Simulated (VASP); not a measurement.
Au: single point with PBE

The system is Au.

```xyz
2
Lattice="2.8413 0.0000 0.0000 -1.4207 2.4606 0.0000 0.0000 0.0000 4.7812" Properties=species:S:1:pos:R:3 pbc="T T T"
Au    0.0000    1.6404    3.5859
Au    1.4207    0.8202    1.1953
```

This cell differs from its parent crystal: volume scaled by 0.9405.

```yaml
Program: VASP 6.6.1
Task: single point
Functional: PBE
Potentials_or_basis: VASP PAW PBE potentials, release 64 (Au)
Cutoff: 520 eV
k_mesh: 14 × 14 × 8
Occupations: fermi-dirac, width 0.03 eV
Spin: no spin polarisation
```

| Item | Value |
| --- | --- |
| Pressure | 12.4 GPa |
| Band gap on the k mesh | zero (band 11 reaches 13.80 eV, above the bottom of band 12 at 7.09 eV) |

Stress tensor (GPa, compression positive):
```
12.94  0.00  0.00
 0.00 12.94  0.00
 0.00  0.00 11.34
```

Levels at points of the mesh, in eV from the Fermi level:
```csv
k point,band 8,band 9,band 10,band 11,band 12,band 13,band 14,band 15
"(0.00, 0.00, 0.00)",-3.64,-3.64,-2.23,-2.23,-1.26,2.75,14.58,15.69
"(0.50, 0.00, 0.00)",-1.99,-1.89,-1.70,0.38,1.65,5.81,7.35,7.52
"(0.00, 0.00, 0.50)",-4.73,-2.71,-2.71,-2.71,-2.71,10.72,10.72,14.90
"(0.50, 0.00, 0.50)",-2.49,-1.78,-1.78,0.41,0.41,4.10,4.10,13.29
```

It took 23 s on 1 thread of Intel Xeon 6975P-C (shared host), peak memory 0.2 GiB.

Caveat: spin-orbit coupling is left out, which moves the levels of the heavy elements.
